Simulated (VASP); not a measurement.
# Bi (Pm-3m) in VASP: notebook, part 2 of 2

VASP 6.6.1. Earlier steps stand in the parts before.

## 3. Density of states, PBEsol (volume scaled by 0.6)

File POSCAR:

```
Bi
1.0
    2.7190128670      0.0000000000      0.0000000000
    0.0000000000      2.7190128670      0.0000000000
    0.0000000000      0.0000000000      2.7190128670
Bi
1
Direct
    0.0000000000      0.0000000000      0.0000000000
```

File INCAR.step1:

```
ALGO = Normal
EDIFF = 1E-6
ENCUT = 520
GGA = PS
ISIF = 2
ISMEAR = -1
LASPH = T
LCHARG = T
LREAL = F
LWAVE = F
NBANDS = 14
NELM = 100
PREC = Accurate
SIGMA = 0.05
```

File KPOINTS.step1:

```
k-points
0
Gamma
  12 12 12
```

File INCAR.step2:

```
ALGO = Normal
EDIFF = 1E-6
ENCUT = 520
GGA = PS
ICHARG = 11
ISIF = 2
ISMEAR = -5
LASPH = T
LCHARG = F
LORBIT = 11
LREAL = F
LWAVE = F
NEDOS = 2001
NELM = 100
PREC = Accurate
SIGMA = 0.05
```

File KPOINTS.step2:

```
k-points
0
Gamma
  18 18 18
```

Potentials or basis: VASP PAW PBE potentials, release 64 (Bi_d).

On the command line:

```sh
$ cat potpaw_PBE.64/Bi_d/POTCAR > POTCAR
$ cp INCAR.step1 INCAR
$ cp KPOINTS.step1 KPOINTS
$ mpirun -np 1 vasp_std > vasp.out
$ cp INCAR.step2 INCAR
$ cp KPOINTS.step2 KPOINTS
$ mpirun -np 1 vasp_std > vasp.out
```

It took 16 s on 1 thread of Intel Xeon 6975P-C (Granite Rapids), shared host; peak memory 0.15 GiB.

Results (log left out):

```
Valence electrons inside the program's atomic spheres : Bi 13.39
```

Levels at points of the mesh, in eV from the Fermi level:
| k point | band 4 | band 5 | band 6 | band 7 | band 8 | band 9 | band 10 | band 11 |
| --- | --- | --- | --- | --- | --- | --- | --- | --- |
| (0.00, 0.00, 0.00) | -23.56 | -23.56 | -18.55 | 3.92 | 3.92 | 3.92 | 9.16 | 9.72 |
| (0.50, 0.00, 0.00) | -24.00 | -23.52 | -13.83 | -9.58 | 8.01 | 8.01 | 9.21 | 9.97 |
| (0.50, 0.50, 0.00) | -23.94 | -23.10 | -9.29 | -6.18 | -6.18 | 0.94 | 12.16 | 12.16 |
| (0.50, 0.50, 0.50) | -23.07 | -23.07 | -4.26 | -2.78 | -2.78 | -2.78 | 3.89 | 5.21 |

Caveat: the cell differs from its parent crystal (volume scaled by 0.6); the PAW data sets were made with another functional, which shifts forces and pressure a little; spin-orbit coupling is left out, which moves the levels of the heavy elements; tetrahedron occupations give inexact forces and stress in metals.

## 4. Density of states, PBEsol (volume scaled by 0.7)

File POSCAR:

```
Bi
1.0
    2.8623771697      0.0000000000      0.0000000000
    0.0000000000      2.8623771697      0.0000000000
    0.0000000000      0.0000000000      2.8623771697
Bi
1
Direct
    0.0000000000      0.0000000000      0.0000000000
```

File INCAR.step1:

```
SYSTEM = Bi
ALGO     = Normal         ! electronic algorithm
EDIFF    = 1E-6           ! SCF threshold, eV
ENCUT    = 520            ! plane-wave cutoff, eV
GGA      = PS             ! functional
ISIF     = 2              ! what is computed and relaxed
ISMEAR   = -1             ! smearing method
LASPH    = .TRUE.         ! aspherical terms in the spheres
LCHARG   = .TRUE.         ! write CHGCAR
LREAL    = .FALSE.        ! projectors in reciprocal space
LWAVE    = .FALSE.        ! write WAVECAR
NBANDS   = 14             ! bands
NELM     = 100            ! most SCF steps
PREC     = Accurate       ! precision mode
SIGMA    = 0.05           ! smearing width, eV
```

File KPOINTS.step1:

```
k-points
0
G
  12 12 12
  0 0 0
```

File INCAR.step2:

```
SYSTEM = Bi
ALGO     = Normal         ! electronic algorithm
EDIFF    = 1E-6           ! SCF threshold, eV
ENCUT    = 520            ! plane-wave cutoff, eV
GGA      = PS             ! functional
ICHARG   = 11             ! starting density
ISIF     = 2              ! what is computed and relaxed
ISMEAR   = -5             ! smearing method
LASPH    = .TRUE.         ! aspherical terms in the spheres
LCHARG   = .FALSE.        ! write CHGCAR
LORBIT   = 10             ! projections on sites
LREAL    = .FALSE.        ! projectors in reciprocal space
LWAVE    = .FALSE.        ! write WAVECAR
NBANDS   = 14             ! bands
NEDOS    = 1001           ! points of the DOS
NELM     = 100            ! most SCF steps
PREC     = Accurate       ! precision mode
SIGMA    = 0.05           ! smearing width, eV
```

File KPOINTS.step2:

```
k-points
0
G
  18 18 18
  0 0 0
```

On the command line:

```sh
$ cat potpaw_PBE.64/Bi_d/POTCAR > POTCAR
$ cp INCAR.step1 INCAR
$ cp KPOINTS.step1 KPOINTS
$ mpirun -np 1 vasp_std > vasp.out
$ cp INCAR.step2 INCAR
$ cp KPOINTS.step2 KPOINTS
$ mpirun -np 1 vasp_std > vasp.out
```

It took 21 s on 1 thread of Intel Xeon 6975P-C (Granite Rapids), shared host; peak memory 0.18 GiB.

The run converged. Its results:

```
Valence electrons inside the program's atomic spheres : Bi 13.14
```

Levels at points of the mesh, in eV from the Fermi level:
| k point | band 4 | band 5 | band 6 | band 7 | band 8 | band 9 | band 10 | band 11 | band 12 | band 13 |
| --- | --- | --- | --- | --- | --- | --- | --- | --- | --- | --- |
| (0.00, 0.00, 0.00) | -23.10 | -23.10 | -16.58 | 3.83 | 3.83 | 3.83 | 8.33 | 9.08 | 9.08 | 18.04 |
| (0.50, 0.00, 0.00) | -23.39 | -23.08 | -12.93 | -7.97 | 7.18 | 7.18 | 9.82 | 10.09 | 13.08 | 13.44 |
| (0.50, 0.50, 0.00) | -23.35 | -22.79 | -9.32 | -5.09 | -5.09 | 1.53 | 11.35 | 12.33 | 12.33 | 15.27 |
| (0.50, 0.50, 0.50) | -22.77 | -22.77 | -5.43 | -2.26 | -2.26 | -2.26 | 4.89 | 5.26 | 5.26 | 5.26 |

Caveat: the cell differs from its parent crystal (volume scaled by 0.7); the PAW data sets were made with another functional, which shifts forces and pressure a little; spin-orbit coupling is left out, which moves the levels of the heavy elements; tetrahedron occupations give inexact forces and stress in metals.

## 5. Density of states, PBEsol (volume scaled by 0.9)

File POSCAR:

```
Bi
1.0
    3.1124927545      0.0000000000      0.0000000000
    0.0000000000      3.1124927545      0.0000000000
    0.0000000000      0.0000000000      3.1124927545
Bi
1
Direct
    0.0000000000      0.0000000000      0.0000000000
```

File INCAR.step1:

```
PREC = Accurate ; ENCUT = 520
EDIFF = 1E-6 ; ISMEAR = -1
SIGMA = 0.05 ; LREAL = False
LASPH = True ; NELM = 80
ALGO = Normal ; ISIF = 2
LWAVE = False ; LCHARG = True
GGA = PS ; NBANDS = 14
```

File KPOINTS.step1:

```
Automatic mesh
0
Gamma
  12 12 12
```

File INCAR.step2:

```
PREC = Accurate ; ENCUT = 520
EDIFF = 1E-6 ; ISMEAR = -5
SIGMA = 0.05 ; LREAL = False
LASPH = True ; NELM = 80
ALGO = Normal ; ISIF = 2
LWAVE = False ; LCHARG = False
GGA = PS ; LORBIT = 11
NBANDS = 14 ; NEDOS = 1001
ICHARG = 11
```

File KPOINTS.step2:

```
Automatic mesh
0
Gamma
  18 18 18
```

On the command line:

```sh
$ cat potpaw_PBE.64/Bi_d/POTCAR > POTCAR
$ cp INCAR.step1 INCAR
$ cp KPOINTS.step1 KPOINTS
$ mpirun -np 1 vasp_std > vasp.out
$ cp INCAR.step2 INCAR
$ cp KPOINTS.step2 KPOINTS
$ mpirun -np 1 vasp_std > vasp.out
```

Run time: 25 s. Hardware: 1 thread of Intel Xeon 6975P-C (Granite Rapids), shared host; peak memory 0.19 GiB.

The run converged. Its results:

| Quantity | Value |
| --- | --- |
| Valence electrons inside the program's atomic spheres | Bi 12.86 |

Levels at points of the mesh, in eV from the Fermi level:
```
           k point  band 5  band 6  band 7  band 8  band 9  band 10  band 11  band 12
(0.00, 0.00, 0.00)  -22.64  -14.08    3.45    3.45    3.45     6.95     8.23     8.23
(0.50, 0.00, 0.00)  -22.63  -11.70   -5.84    5.77    5.77     9.91    10.31    11.04
(0.50, 0.50, 0.00)  -22.48   -9.33   -3.67   -3.67    2.36     8.29    12.19    12.19
(0.50, 0.50, 0.50)  -22.47   -6.87   -1.59   -1.59   -1.59     5.35     5.35     5.35
```

Caveat: the cell differs from its parent crystal (volume scaled by 0.9); the PAW data sets were made with another functional, which shifts forces and pressure a little; spin-orbit coupling is left out, which moves the levels of the heavy elements; tetrahedron occupations give inexact forces and stress in metals.

## 6. Density of states, PBEsol

This run uses another cell than the first one, of 33.50 Å³/atom, 2.500 times its volume.

File POSCAR:

```
Bi
1.0
    3.2237462204      0.0000000000      0.0000000000
    0.0000000000      3.2237462204      0.0000000000
    0.0000000000      0.0000000000      3.2237462204
Bi
1
Direct
    0.0000000000      0.0000000000      0.0000000000
```

File INCAR.step1:

```
SYSTEM = Bi
PREC = Accurate ; ENCUT = 520
EDIFF = 1E-6 ; ISMEAR = -1
SIGMA = 0.05 ; LREAL = .False.
LASPH = .True. ; NELM = 100
ALGO = Normal ; ISIF = 2
LWAVE = .False. ; LCHARG = .True.
GGA = PS ; NBANDS = 14
```

File KPOINTS.step1:

```
Automatic mesh
0
Gamma
  12 12 12
  0 0 0
```

File INCAR.step2:

```
SYSTEM = Bi
PREC = Accurate ; ENCUT = 520
EDIFF = 1E-6 ; ISMEAR = -5
SIGMA = 0.05 ; LREAL = .False.
LASPH = .True. ; NELM = 100
ALGO = Normal ; ISIF = 2
LWAVE = .False. ; LCHARG = .False.
GGA = PS ; LORBIT = 10
NEDOS = 2001 ; ICHARG = 11
```

File KPOINTS.step2:

```
Automatic mesh
0
Gamma
  18 18 18
  0 0 0
```

Potentials or basis: VASP PAW PBE potentials, release 64 (Bi_d).

On the command line:

```sh
$ cat potpaw_PBE.64/Bi_d/POTCAR > POTCAR
$ cp INCAR.step1 INCAR
$ cp KPOINTS.step1 KPOINTS
$ mpirun -np 1 vasp_std > vasp.out
$ cp INCAR.step2 INCAR
$ cp KPOINTS.step2 KPOINTS
$ mpirun -np 1 vasp_std > vasp.out
```

OUTCAR:

```text
SYSTEM = Bi
   PREC = Accurate
   ENCUT = 520
   EDIFF = 1E-6
   ISMEAR = -5
   LREAL = .False.
   LASPH = .True.
   NELM = 100
   ISIF = 2
   GGA = PS
   LORBIT = 10
   ICHARG = 11

 ion  position               nearest neighbor table
   1  0.000  0.000  0.000-

  LATTYP: Found a simple cubic cell.
 ALAT       =     3.2237462204

  Lattice vectors:

[... 523 lines left out ...]
------------------------ aborting loop because EDIFF is reached ----------------------------------------

  FORCE on cell =-STRESS in cart. coord.  units (eV):
  Direction    XX          YY          ZZ          XY          YZ          ZX
  --------------------------------------------------------------------------------------
  -------------------------------------------------------------------------------------
  Total       -0.0938296     -0.0938296     -0.0938296      0.0000000      0.0000000      0.0000000
  in kB       -4.4871244     -4.4871244     -4.4871244      0.0000000      0.0000000      0.0000000
  external PRESSURE =      -4.4871244 kB  Pullay stress =       0.0000000 kB

 VOLUME and BASIS-vectors are now :
 -----------------------------------------------------------------------------
  energy-cutoff  :      520.00
  volume of cell :       33.50
      direct lattice vectors                 reciprocal lattice vectors
     3.223746220  0.000000000  0.000000000     0.310198115  0.000000000  0.000000000
     0.000000000  3.223746220  0.000000000     0.000000000  0.310198115  0.000000000
     0.000000000  0.000000000  3.223746220     0.000000000  0.000000000  0.310198115

 POSITION                                       TOTAL-FORCE (eV/Angst)
 -----------------------------------------------------------------------------------
      0.00000      0.00000      0.00000         0.000000      0.000000      0.000000
 -----------------------------------------------------------------------------------
    total drift:                                0.000000     -0.000000     -0.000000

  FREE ENERGIE OF THE ION-ELECTRON SYSTEM (eV)
  ---------------------------------------------------
  free  energy   TOTEN  =        -4.2764326718 eV

  energy  without entropy=       -4.2764326718  energy(sigma->0) =       -4.27643267

 total charge

# of ion       s       p       d       tot
------------------------------------------
    1        1.529   1.336   9.917  12.782
```

OUTCAR.step1:

```text
SYSTEM = Bi
   PREC = Accurate
   ENCUT = 520
   EDIFF = 1E-6
   ISMEAR = -1
   LREAL = .False.
[... 626 lines left out ...]
 -----------------------------------------------------------------------------------
      0.00000      0.00000      0.00000         0.000000      0.000000      0.000000
 -----------------------------------------------------------------------------------
    total drift:                                0.000000     -0.000000      0.000000

  FREE ENERGIE OF THE ION-ELECTRON SYSTEM (eV)
  ---------------------------------------------------
  free  energy   TOTEN  =        -4.2695256279 eV

  energy  without entropy=       -4.2641387681  energy(sigma->0) =       -4.26683220
```

OSZICAR.step1:

```text
N       E                     dE             d eps       ncg     rms          rms(c)
DAV:   1     0.114244398377E+03    0.11424E+03   -0.76564E+03  2370   0.121E+03
DAV:   2     0.269359801790E+01   -0.11155E+03   -0.10797E+03  2562   0.332E+02
DAV:   3    -0.410250330189E+01   -0.67961E+01   -0.67517E+01  2940   0.807E+01
DAV:   4    -0.426812051287E+01   -0.16562E+00   -0.16556E+00  3108   0.135E+01
DAV:   5    -0.427485714985E+01   -0.67366E-02   -0.67365E-02  3378   0.246E+00    0.603E-01
DAV:   6    -0.427066039645E+01    0.41968E-02   -0.75612E-03  3284   0.122E+00    0.345E-01
DAV:   7    -0.426955356181E+01    0.11068E-02   -0.40658E-03  3114   0.964E-01    0.821E-02
DAV:   8    -0.426952845048E+01    0.25111E-04   -0.46941E-04  3130   0.321E-01    0.694E-03
DAV:   9    -0.426952634108E+01    0.21094E-05   -0.12808E-05  3242   0.481E-02    0.405E-03
DAV:  10    -0.426952562790E+01    0.71318E-06   -0.10401E-06  2442   0.114E-02
   1 F= -.42695256E+01 E0= -.42668322E+01  d E =-.538686E-02
```

Wall time 17 s (1 thread of Intel Xeon 6975P-C (Granite Rapids), shared host); peak memory 0.19 GiB.

What came out:

* Valence electrons inside the program's atomic spheres: Bi 12.78

Caveat: the PAW data sets were made with another functional, which shifts forces and pressure a little; spin-orbit coupling is left out, which moves the levels of the heavy elements; tetrahedron occupations give inexact forces and stress in metals.
